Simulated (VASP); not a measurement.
# Cd4Se (P4/nmm) in VASP: relaxation of cell and atoms with PBE

Aim: the relaxation of cell and atoms of Cd4Se with PBE.

Everything below comes from runs of VASP 6.6.1. Logs are shortened: lines on timing, memory, paths and dates and some standing lists are left out, and cuts for length are marked.

## 1. The cell of the first run

Symmetry: P4/nmm, No. 129, tetragonal system. The conventional cell has a = 5.059 Å, b = 5.059 Å, c = 10.586 Å, α = 90.00°, β = 90.00°, γ = 90.00°. Within 4.1 Å of Cd (site symmetry -4m2) lie 4 Se at 3.10 Å and 6 Cd at 3.22 to 3.58 Å. Within 4.1 Å of Cd (site symmetry 4mm) lie 12 Cd at 3.15 to 3.60 Å and 1 Se at 3.30 Å. Within 3.8 Å of Cd (site symmetry 2mm) lie 2 Se at 2.91 Å and 9 Cd at 3.15 to 3.58 Å. Se (site symmetry 4mm) has 9 Cd at 2.91 to 3.30 Å within 3.8 Å.

The cell was generated, and may not be a known phase.

## 2. Relaxation of cell and atoms, PBE

INCAR reads:

```
ALGO = Normal
EDIFF = 1E-6
EDIFFG = -0.08
ENCUT = 600
GGA = PE
IBRION = 2
ISIF = 3
ISMEAR = 0
LASPH = T
LCHARG = F
LREAL = F
LWAVE = F
NELM = 100
NSW = 36
PREC = Accurate
SIGMA = 0.2
```

KPOINTS reads:

```
k-points
0
Gamma
  3 3 2
```

POSCAR reads:

```
Cd4Se
1.0
    5.0589089900      0.0000000000      0.0000000000
    0.0000000000      5.0589089900      0.0000000000
    0.0000000000      0.0000000000     10.5863193300
Cd Se
8 2
Direct
    0.0000000000      0.0000000000      0.0000000000
    0.5000000000      0.5000000000      0.0000000000
    0.0000000000      0.5000000000      0.4810000100
    0.5000000000      0.0000000000      0.5189999900
    0.0000000000      0.0000000000      0.3039999900
    0.5000000000      0.5000000000      0.3039999900
    0.5000000000      0.5000000000      0.6960000100
    0.0000000000      0.0000000000      0.6960000100
    0.0000000000      0.5000000000      0.1690000000
    0.5000000000      0.0000000000      0.8310000000
```

Potentials or basis: VASP PAW PBE potentials, release 64 (Cd, Se).

On the command line:

```bash
> cat potpaw_PBE.64/Cd/POTCAR potpaw_PBE.64/Se/POTCAR > POTCAR
> mpirun -np 1 vasp_std > vasp.out
```

OUTCAR:

```text
EDIFF = 1E-6
   EDIFFG = -0.08
   ENCUT = 600
   GGA = PE
   IBRION = 2
   ISIF = 3
   ISMEAR = 0
   LASPH = T
   LREAL = F
   NELM = 100
   NSW = 36
   PREC = Accurate

 ion  position               nearest neighbor table
   1  0.000  0.000  0.000-   9 3.10  10 3.10   9 3.10  10 3.10   5 3.22   8 3.22   2 3.58   2 3.58
                             2 3.58   2 3.58
   2  0.500  0.500  0.000-   9 3.10  10 3.10  10 3.10   9 3.10   6 3.22   7 3.22   1 3.58   1 3.58
                             1 3.58   1 3.58
   3  0.000  0.500  0.481-   5 3.15   6 3.15   5 3.15   6 3.15   7 3.40   8 3.40   8 3.40   7 3.40
                             4 3.60   4 3.60   4 3.60   4 3.60
   4  0.500  0.000  0.519-   7 3.15   8 3.15   7 3.15   8 3.15   6 3.40   5 3.40   5 3.40   6 3.40
                             3 3.60   3 3.60   3 3.60   3 3.60
   5  0.000  0.000  0.304-   9 2.91   9 2.91   3 3.15   3 3.15   1 3.22   4 3.40   4 3.40   6 3.58
                             6 3.58   6 3.58   6 3.58
   6  0.500  0.500  0.304-   9 2.91   9 2.91   3 3.15   3 3.15   2 3.22   4 3.40   4 3.40   5 3.58
                             5 3.58   5 3.58   5 3.58
   7  0.500  0.500  0.696-  10 2.91  10 2.91   4 3.15   4 3.15   2 3.22   3 3.40   3 3.40   8 3.58
                             8 3.58   8 3.58   8 3.58
   8  0.000  0.000  0.696-  10 2.91  10 2.91   4 3.15   4 3.15   1 3.22   3 3.40   3 3.40   7 3.58
                             7 3.58   7 3.58   7 3.58
   9  0.000  0.500  0.169-   5 2.91   6 2.91   5 2.91   6 2.91   1 3.10   1 3.10   2 3.10   2 3.10

  10  0.500  0.000  0.831-   7 2.91   8 2.91   7 2.91   8 2.91   2 3.10   1 3.10   1 3.10   2 3.10

  LATTYP: Found a simple tetragonal cell.
 ALAT       =     5.0589089900
 C/A-ratio  =     2.0926091675

  Lattice vectors:

 A1 = (   5.0589089900,   0.0000000000,   0.0000000000)
 A2 = (   0.0000000000,   5.0589089900,   0.0000000000)
 A3 = (   0.0000000000,   0.0000000000,  10.5863193300)

Analysis of symmetry for initial positions (statically):
=====================================================================
 Subroutine PRICEL returns:
 Original cell was already a primitive cell.

 Routine SETGRP: Setting up the symmetry group for a
 simple tetragonal supercell.

 Subroutine GETGRP returns: Found 16 space group operations
 (whereof  8 operations were pure point group operations)
 out of a pool of 16 trial point group operations.

The static configuration has the point symmetry D_2d.
 The point group associated with its full space group is D_4h.

Analysis of symmetry for dynamics (positions and initial velocities):
=====================================================================
 Subroutine PRICEL returns:
 Original cell was already a primitive cell.

 Routine SETGRP: Setting up the symmetry group for a
 simple tetragonal supercell.

 Subroutine GETGRP returns: Found 16 space group operations
 (whereof  8 operations were pure point group operations)
 out of a pool of 16 trial point group operations.

The dynamic configuration has the point symmetry D_2d.
 The point group associated with its full space group is D_4h.

 Subroutine INISYM returns: Found 16 space group operations
 (whereof  8 operations are pure point group operations),
 and found     1 'primitive' translations

----------------------------------------------------------------------------------------

                                     Primitive cell

  volume of cell :     270.9310

  direct lattice vectors                    reciprocal lattice vectors
     5.058908990  0.000000000  0.000000000     0.197671079  0.000000000  0.000000000
     0.000000000  5.058908990  0.000000000     0.000000000  0.197671079  0.000000000
     0.000000000  0.000000000 10.586319330     0.000000000  0.000000000  0.094461537

  length of vectors
     5.058908990  5.058908990 10.586319330     0.197671079  0.197671079  0.094461537

  position of ions in fractional coordinates (direct lattice)
     0.000000000  0.000000000  0.000000000
     0.500000000  0.500000000  0.000000000
     0.000000000  0.500000000  0.481000010
     0.500000000  0.000000000  0.518999990
     0.000000000  0.000000000  0.303999990
     0.500000000  0.500000000  0.303999990
     0.500000000  0.500000000  0.696000010
     0.000000000  0.000000000  0.696000010
     0.000000000  0.500000000  0.169000000
     0.500000000  0.000000000  0.831000000

  ion indices of the primitive-cell ions
   primitive index   ion index
                 1           1
                 2           2
                 3           3
                 4           4
                 5           5
                 6           6
                 7           7
                 8           8
                 9           9
                10          10

----------------------------------------------------------------------------------------

 KPOINTS: k-points

Automatic generation of k-mesh.
 Grid dimensions read from file:
 generate k-points for:    3    3    2

 Generating k-lattice:

  Cartesian coordinates                     Fractional coordinates (reciprocal lattice)
     0.065890360  0.000000000  0.000000000     0.333333333  0.000000000  0.000000000
     0.000000000  0.065890360  0.000000000     0.000000000  0.333333333  0.000000000
     0.000000000  0.000000000  0.047230769     0.000000000  0.000000000  0.500000000

  Length of vectors
     0.065890360  0.065890360  0.047230769

  Shift w.r.t. Gamma in fractional coordinates (k-lattice)
     0.000000000  0.000000000  0.000000000

 Subroutine IBZKPT returns following result:
 ===========================================

 Found      6 irreducible k-points:

 Following reciprocal coordinates:
            Coordinates               Weight
  0.000000  0.000000  0.000000      1.000000
  0.333333  0.000000  0.000000      4.000000
  0.333333  0.333333  0.000000      4.000000
  0.000000  0.000000  0.500000      1.000000
  0.333333  0.000000  0.500000      4.000000
  0.333333  0.333333  0.500000      4.000000
   k-points           NKPTS =      6   k-points in BZ     NKDIM =      6   number of bands    NBANDS=     64
   number of dos      NEDOS =    301   number of ions     NIONS =     10
   total plane-waves  NPLWV = 144000
   dimension x,y,z NGX =    40 NGY =   40 NGZ =   90
   dimension x,y,z NGXF=    80 NGYF=   80 NGZF=  180
   ions per type =               8   2
   NGX,Y,Z   is equivalent  to a cutoff of  13.14, 13.14, 14.13 a.u.
   NGXF,Y,Z  is equivalent  to a cutoff of  26.29, 26.29, 28.27 a.u.
 SYSTEM =  unknown system
   PREC   = accura    normal or accurate (medium, high low for compatibility)
   ISTART =      0    job   : 0-new  1-cont  2-samecut
   ICHARG =      2    charge: 1-file 2-atom 10-const
   ISPIN  =      1    spin polarized calculation?
   LNONCOLLINEAR =      F non collinear calculations
   LSORBIT =      F    spin-orbit coupling
   LASPH  =      T    aspherical Exc in radial PAW
   ENCUT  =  600.0 eV  44.10 Ry    6.64 a.u.  10.10 10.10 21.14*2*pi/ulx,y,z
   NELM   =    100;   NELMIN=  2; NELMDL= -5     # of ELM steps
   EDIFF  = 0.1E-05   stopping-criterion for ELM
   LREAL  =      F    real-space projection
   EDIFFG = -.8E-01   stopping-criterion for IOM
   NSW    =     36    number of steps for IOM
   IBRION =      2    ionic relax: 0-MD 1-quasi-New 2-CG
   NFREE  =      1    steps in history (QN), initial steepest desc. (CG)
   ISIF   =      3    stress and relaxation
   ISYM   =      2    0-nonsym 1-usesym 2-fastsym
   POTIM  = 0.5000    time-step for ionic-motion
   TEBEG  =    0.0;   TEEND  =   0.0 temperature during run
   PSTRESS=    0.0 pullay stress
   NELECT =     108.0000    total number of electrons
   NUPDOWN=      -1.0000    fix difference up-down
   EMIN   =  10.00;   EMAX   =-10.00  energy-range for DOS
   EFERMI =   0.00;   METHOD = LEGACY
   ISMEAR =     0;   SIGMA  =   0.20  broadening in eV -4-tet -1-fermi 0-gaus
   EFERMI_NEDOS =   21; number of points for ismear=-14 and -15
   IALGO  =     38    algorithm
   IMIX   =      4    mixing-type and parameters
     AMIX     =   0.40;   BMIX     =  1.00
     AMIX_MAG =   1.60;   BMIX_MAG =  1.00
  volume/ion in A,a.u.               =      27.09       182.83
  Fermi-wavevector in a.u.,A,eV,Ry     =   1.204841  2.276820 19.750796  1.451643
  Thomas-Fermi vector in A             =   2.340555
   LORBIT       =      0    0 simple, 1 ext, 2 COOP (PROOUT), +10 PAW based schemes
   GGA     = PE    functional components
   LHFCALC =     F    Hartree Fock is set to
   AEXX    =    0.0000 exact exchange contribution
   IVDW    =     0    specifies the selected vdW correction
   LEPSILON=     F    determine dielectric tensor
   LRPA    =     F    only Hartree local field effects (RPA)
 conjugate gradient relaxation of ions
 non-spin polarized calculation
 Gauss-broadening in eV      SIGMA  =   0.20
  energy-cutoff  :      600.00
  volume of cell :      270.93
 maximum number of plane-waves:      9070
   NGX = 21   NGY = 21   NGZ = 43

--------------------------------------- Ionic step        1  -------------------------------------------

 number of electron     107.9999967 magnetization

 Free energy of the ion-electron system (eV)
  ---------------------------------------------------
  ext. energy  EPLUGINS =         0.00000000
  ---------------------------------------------------
  free energy    TOTEN  =       -12.19463106 eV

  energy without entropy =      -12.11525873  energy(sigma->0) =      -12.15494490

------------------------ aborting loop because EDIFF is reached ----------------------------------------

  FORCE on cell =-STRESS in cart. coord.  units (eV):
  Direction    XX          YY          ZZ          XY          YZ          ZX
  --------------------------------------------------------------------------------------
  -------------------------------------------------------------------------------------
  Total       -2.5017296     -2.5017296      2.6251595      0.0000000     -0.0000000     -0.0000000
  in kB      -14.7942252    -14.7942252     15.5241404      0.0000000     -0.0000000     -0.0000000
  external PRESSURE =      -4.6881033 kB  Pullay stress =       0.0000000 kB
[... 113 lines left out ...]
  FREE ENERGIE OF THE ION-ELECTRON SYSTEM (eV)
  ---------------------------------------------------
  free  energy   TOTEN  =       -13.0794400424 eV

  energy  without entropy=      -12.9577073450  energy(sigma->0) =      -13.01857369

 E-fermi :   2.5479     XC(G=0): -10.0612

 val. band max:        2.5231052266   @ k =   0.3333   0.3333   0.5000
 cond. band min:       2.6883659916   @ k =   0.0000   0.0000   0.5000
 fundamental gap:      0.1652607649
 Fermi energy:         2.5478500013

 k-point     1 :       0.0000    0.0000    0.0000
  band No.  band energies     occupation
      1     -11.4536      2.00000
      2     -11.1964      2.00000
      3      -6.9905      2.00000
      4      -6.8915      2.00000
      5      -6.8724      2.00000
      6      -6.8724      2.00000
[... 391 lines left out ...]
     63       6.6732      0.00000
     64       7.2067      0.00000

[... ionic steps 4 to 16 ...]

--------------------------------------- Ionic step       17  -------------------------------------------

 number of electron     108.0000004 magnetization

------------------------ aborting loop because EDIFF is reached ----------------------------------------
[... 83 lines left out ...]
--------------------------------------- Ionic step       19  -------------------------------------------

 number of electron     107.9999992 magnetization

 Free energy of the ion-electron system (eV)
  ---------------------------------------------------
  ext. energy  EPLUGINS =         0.00000000
  ---------------------------------------------------
  free energy    TOTEN  =       -14.07979260 eV

  energy without entropy =      -14.04819928  energy(sigma->0) =      -14.06399594

 E-fermi :   2.0309     XC(G=0):  -9.5790

 val. band max:        1.8256410287   @ k =   0.3333   0.0000   0.5000
 cond. band min:       2.0965002745   @ k =   0.3333   0.0000   0.0000
 fundamental gap:      0.2708592458
 Fermi energy:         2.0309297857

 k-point     1 :       0.0000    0.0000    0.0000
  band No.  band energies     occupation
      1     -11.7591      2.00000
      2     -11.4899      2.00000
      3      -7.9773      2.00000
      4      -7.6851      2.00000
      5      -7.6565      2.00000
      6      -7.6022      2.00000
[... 428 lines left out ...]
  FREE ENERGIE OF THE ION-ELECTRON SYSTEM (eV)
  ---------------------------------------------------
  free  energy   TOTEN  =       -14.0797926011 eV

  energy  without entropy=      -14.0481992839  energy(sigma->0) =      -14.06399594

 reached required accuracy - stopping structural energy minimisation
```

Run time: 18 min. Hardware: 1 thread of AMD EPYC 9R45 (Zen 5), shared host; peak memory 0.42 GiB.

Results:

```yaml
Free_energy: -14.0798 eV
Relaxed_volume: 26.82 Å³/atom
Relaxed_cell: a = 4.365 Å, b = 4.365 Å, c = 14.080 Å, α = 90.00°, β = 90.00°, γ = 90.00°
Space_group_after_relaxing_to_0.1_Å: P4/nmm (No. 129)
Energy_gained_by_relaxing: 188.5 meV/atom
Ionic_steps: 19
Pressure_after_relaxing: 0.2 GPa
Largest_force_after_relaxing: 0.045 eV/Å
Band_gap_on_the_k_mesh: zero (bands 54 and 55 overlap by 1.42 eV)
```

Forces on the atoms (eV/Å):
```
Cd   0.000  0.000  0.000
Cd   0.000  0.000  0.000
Cd   0.000  0.000 -0.039
Cd   0.000  0.000  0.039
Cd   0.000  0.000 -0.045
Cd   0.000  0.000 -0.045
Cd   0.000  0.000  0.045
Cd   0.000  0.000  0.045
Se   0.000  0.000 -0.007
Se   0.000  0.000  0.007
```

Stress tensor (GPa, compression positive):
```
0.28 0.00 0.00
0.00 0.28 0.00
0.00 0.00 0.03
```

The path:
| step | energy change (eV) | largest force (eV/Å) | pressure (GPa) | volume (Å³) |
| --- | --- | --- | --- | --- |
| 1 | 0.0000 | 1.0371 | -0.47 | 270.93 |
| 2 | -0.2535 | 0.9756 | -0.57 | 267.78 |
| 3 | -0.8848 | 0.8519 | -0.11 | 257.84 |
| 4 | -0.8677 | 1.1907 | 6.70 | 236.01 |
| 5 | -1.2226 | 0.3126 | 1.89 | 248.16 |
| 6 | -1.2240 | 0.2804 | 2.49 | 246.17 |
| 7 | -1.4311 | 0.2037 | 0.32 | 262.05 |
| 8 | -1.4748 | 0.1919 | -0.72 | 272.06 |
| 9 | -1.4777 | 0.1895 | -1.04 | 275.51 |
| 10 | -1.6304 | 0.1387 | -0.92 | 278.16 |
| 11 | -1.7955 | 0.4157 | 0.35 | 282.08 |
| 12 | -1.8141 | 0.3000 | -0.16 | 281.38 |
| 13 | -1.8150 | 0.3260 | -0.06 | 281.57 |
| 14 | -1.8446 | 0.1260 | -0.30 | 280.85 |
| 15 | -1.8468 | 0.0597 | -0.38 | 280.60 |
| 16 | -1.8571 | 0.1655 | 0.29 | 273.83 |
| 17 | -1.8571 | 0.1586 | 0.25 | 274.25 |
| 18 | -1.8676 | 0.1154 | 0.22 | 272.74 |
| 19 | -1.8852 | 0.0446 | 0.20 | 268.22 |

Final structure:
```
CELL_PARAMETERS angstrom
4.36465 0.00000 0.00000
0.00000 4.36465 0.00000
0.00000 0.00000 14.07966
ATOMIC_POSITIONS crystal
Cd 0.00000 0.00000 0.00000
Cd 0.50000 0.50000 0.00000
Cd 0.00000 0.50000 0.52456
Cd 0.50000 0.00000 0.47544
Cd 0.00000 0.00000 0.31827
Cd 0.50000 0.50000 0.31827
Cd 0.50000 0.50000 0.68173
Cd 0.00000 0.00000 0.68173
Se 0.00000 0.50000 0.12283
Se 0.50000 0.00000 0.87717
```

Caveat: the k points lie up to 0.48 Å⁻¹ apart in the final cell, too coarse for converged energies and pressures of a metal; a cell axis changed by over 15 % at a fixed basis, so the end point is rough; the relaxation stopped at a loose force limit of 0.08 eV/Å, so its end isn't a converged minimum.

The gap in the log of VASP goes by the Fermi energy; the results here count the filled bands.